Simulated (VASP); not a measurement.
# P (Im-3m) in VASP: a series of runs

The runs below take P through single point, with PBE.

Program: VASP 6.6.1. These are calculated values, not measurements. Logs are shortened: lines on timing, memory, paths and dates and some standing lists are left out, and cuts for length are marked.

## (1) The cell of the first run

The structure is cubic, space group Im-3m (No. 229). The conventional cell has a = 2.422 Å, b = 2.422 Å, c = 2.422 Å, α = 90.00°, β = 90.00°, γ = 90.00°. P (site symmetry m-3m) has 14 P at 2.10 to 2.42 Å within 2.8 Å.

## (2) Single point, PBE (volume scaled by 0.5)

INCAR

```
ALGO = Normal
EDIFF = 1E-6
ENCUT = 520
GGA = PE
ISIF = 2
ISMEAR = -1
LASPH = T
LCHARG = F
LREAL = F
LWAVE = F
NBANDS = 8
NELM = 100
PREC = Accurate
SIGMA = 0.1
```

KPOINTS

```
k-points
0
Gamma
  17 17 17
```

POSCAR

```
P
1.0
   -1.2109819917      1.2109819917      1.2109819917
    1.2109819917     -1.2109819917      1.2109819917
    1.2109819917      1.2109819917     -1.2109819917
P
1
Direct
    0.0000000000      0.0000000000      0.0000000000
```

Potentials or basis: VASP PAW PBE potentials, release 64 (P).

The run is started by

```sh
cat potpaw_PBE.64/P/POTCAR > POTCAR
mpirun -np 1 vasp_std > vasp.out
```

OUTCAR:

```text
EDIFF = 1E-6
   ENCUT = 520
   GGA = PE
   ISIF = 2
   ISMEAR = -1
   LASPH = T
   LREAL = F
   NELM = 100
   PREC = Accurate

 ion  position               nearest neighbor table
   1  0.000  0.000  0.000-

  LATTYP: Found a body centered cubic cell.
 ALAT       =     2.4219639834

  Lattice vectors:

 A1 = (  -1.2109819917,   1.2109819917,   1.2109819917)
 A2 = (   1.2109819917,  -1.2109819917,   1.2109819917)
 A3 = (   1.2109819917,   1.2109819917,  -1.2109819917)

Analysis of symmetry for initial positions (statically):
=====================================================================
 Subroutine PRICEL returns:
 Original cell was already a primitive cell.

 Routine SETGRP: Setting up the symmetry group for a
 body centered cubic supercell.

 Subroutine GETGRP returns: Found 48 space group operations
 (whereof 48 operations were pure point group operations)
 out of a pool of 48 trial point group operations.

The static configuration has the point symmetry O_h .

Analysis of symmetry for dynamics (positions and initial velocities):
=====================================================================
 Subroutine PRICEL returns:
 Original cell was already a primitive cell.

 Routine SETGRP: Setting up the symmetry group for a
 body centered cubic supercell.

 Subroutine GETGRP returns: Found 48 space group operations
 (whereof 48 operations were pure point group operations)
 out of a pool of 48 trial point group operations.

The dynamic configuration has the point symmetry O_h .

 Subroutine INISYM returns: Found 48 space group operations
 (whereof 48 operations are pure point group operations),
 and found     1 'primitive' translations

----------------------------------------------------------------------------------------

                                     Primitive cell

  volume of cell :       7.1035

  direct lattice vectors                    reciprocal lattice vectors
    -1.210981992  1.210981992  1.210981992     0.000000000  0.412888056  0.412888056
     1.210981992 -1.210981992  1.210981992     0.412888056  0.000000000  0.412888056
     1.210981992  1.210981992 -1.210981992     0.412888056  0.412888056  0.000000000

  length of vectors
     2.097482337  2.097482337  2.097482337     0.583911888  0.583911888  0.583911888

  position of ions in fractional coordinates (direct lattice)
[... 71 lines left out ...]
   ISPIN  =      1    spin polarized calculation?
   LNONCOLLINEAR =      F non collinear calculations
   LSORBIT =      F    spin-orbit coupling
   LASPH  =      T    aspherical Exc in radial PAW
   ENCUT  =  520.0 eV  38.22 Ry    6.18 a.u.   3.90  3.90  3.90*2*pi/ulx,y,z
   NELM   =    100;   NELMIN=  2; NELMDL= -5     # of ELM steps
   EDIFF  = 0.1E-05   stopping-criterion for ELM
   LREAL  =      F    real-space projection
   EDIFFG = 0.1E-04   stopping-criterion for IOM
   NSW    =      0    number of steps for IOM
   IBRION =     -1    ionic relax: 0-MD 1-quasi-New 2-CG
   NFREE  =      0    steps in history (QN), initial steepest desc. (CG)
   ISIF   =      2    stress and relaxation
   ISYM   =      2    0-nonsym 1-usesym 2-fastsym
   POTIM  = 0.5000    time-step for ionic-motion
   TEBEG  =    0.0;   TEEND  =   0.0 temperature during run
   PSTRESS=    0.0 pullay stress
   NELECT =       5.0000    total number of electrons
   NUPDOWN=      -1.0000    fix difference up-down
   EMIN   =  10.00;   EMAX   =-10.00  energy-range for DOS
   EFERMI =   0.00;   METHOD = LEGACY
   ISMEAR =    -1;   SIGMA  =   0.10  broadening in eV -4-tet -1-fermi 0-gaus
   EFERMI_NEDOS =   21; number of points for ismear=-14 and -15
   IALGO  =     38    algorithm
   IMIX   =      4    mixing-type and parameters
     AMIX     =   0.40;   BMIX     =  1.00
     AMIX_MAG =   1.60;   BMIX_MAG =  1.00
  volume/ion in A,a.u.               =       7.10        47.94
  Fermi-wavevector in a.u.,A,eV,Ry     =   1.456265  2.751942 28.853990  2.120708
  Thomas-Fermi vector in A             =   2.573204
   LORBIT       =      0    0 simple, 1 ext, 2 COOP (PROOUT), +10 PAW based schemes
   GGA     = PE    functional components
   LHFCALC =     F    Hartree Fock is set to
   AEXX    =    0.0000 exact exchange contribution
   IVDW    =     0    specifies the selected vdW correction
   LEPSILON=     F    determine dielectric tensor
   LRPA    =     F    only Hartree local field effects (RPA)
 non-spin polarized calculation
  energy-cutoff  :      520.00
  volume of cell :        7.10
 maximum number of plane-waves:       202
   NGX =  7   NGY =  7   NGZ =  7

 number of electron       5.0000001 magnetization

 Free energy of the ion-electron system (eV)
  ---------------------------------------------------
  ext. energy  EPLUGINS =         0.00000000
  ---------------------------------------------------
  free energy    TOTEN  =        -1.34028540 eV

  energy without entropy =       -1.33026874  energy(sigma->0) =       -1.33527707

 E-fermi :  23.1028     XC(G=0): -14.8282

 val. band max:       23.0364980206   @ k =   0.2353   0.1765   0.1176
 cond. band min:      23.1341639441   @ k =  -0.4118   0.4706   0.1176
 fundamental gap:      0.0976659235
 Fermi energy:        23.1027937736

 k-point     1 :       0.0000    0.0000    0.0000
  band No.  band energies     occupation
      1      -2.7613      2.00000
      2      37.4395      0.00000
      3      37.4395      0.00000
      4      37.4395      0.00000
      5      40.6719      0.00000
      6      40.6719      0.00000
      7      40.6719      0.00000
      8      43.5924      0.00000
[... 243 lines left out ...]
 k-point    24 :       0.1765    0.1765    0.0000
  band No.  band energies     occupation
      1       1.7241      2.00000
      2      22.5276      1.99367
      3      23.8527      0.00111
      4      30.8399      0.00000
      5      38.9214      0.00000
      6      39.7071      0.00000
      7      46.5464      0.00000
      8      47.0581      0.00000

 [... further k-points ...]
[... 5 lines left out ...]
  --------------------------------------------------------------------------------------
  -------------------------------------------------------------------------------------
  Total       12.2654782     12.2654782     12.2654782      0.0000000      0.0000000      0.0000000
  in kB     2766.4448892   2766.4448892   2766.4448892      0.0000000      0.0000000      0.0000000
  external PRESSURE =    2766.4448892 kB  Pullay stress =       0.0000000 kB

 VOLUME and BASIS-vectors are now :
 -----------------------------------------------------------------------------
  energy-cutoff  :      520.00
  volume of cell :        7.10
      direct lattice vectors                 reciprocal lattice vectors
    -1.210981992  1.210981992  1.210981992     0.000000000  0.412888056  0.412888056
     1.210981992 -1.210981992  1.210981992     0.412888056  0.000000000  0.412888056
     1.210981992  1.210981992 -1.210981992     0.412888056  0.412888056  0.000000000

 POSITION                                       TOTAL-FORCE (eV/Angst)
 -----------------------------------------------------------------------------------
      0.00000      0.00000      0.00000         0.000000      0.000000      0.000000
 -----------------------------------------------------------------------------------
    total drift:                               -0.000000     -0.000000      0.000000

  FREE ENERGIE OF THE ION-ELECTRON SYSTEM (eV)
  ---------------------------------------------------
  free  energy   TOTEN  =        -1.3402854040 eV

  energy  without entropy=       -1.3302687387  energy(sigma->0) =       -1.33527707
```

stdout:

```text
POSCAR found type information on POSCAR P
 POSCAR found :  1 types and       1 ions
 scaLAPACK will be used
 LDA part: xc-table for (Slater+PW92), standard interpolation
 POSCAR, INCAR and KPOINTS ok, starting setup
 FFT: planning ... GRIDC
 FFT: planning ... GRID_SOFT
 FFT: planning ... GRID
 WAVECAR not read
 entering main loop
```

Run time: 4.5 s. Hardware: 1 thread of AMD EPYC 7R13 (Zen 3), shared host; peak memory 0.08 GiB.

What came out:

```yaml
Free_energy: -1.3403 eV
Pressure: 276.6 GPa
```

(Part 1 of 2 ends here.)
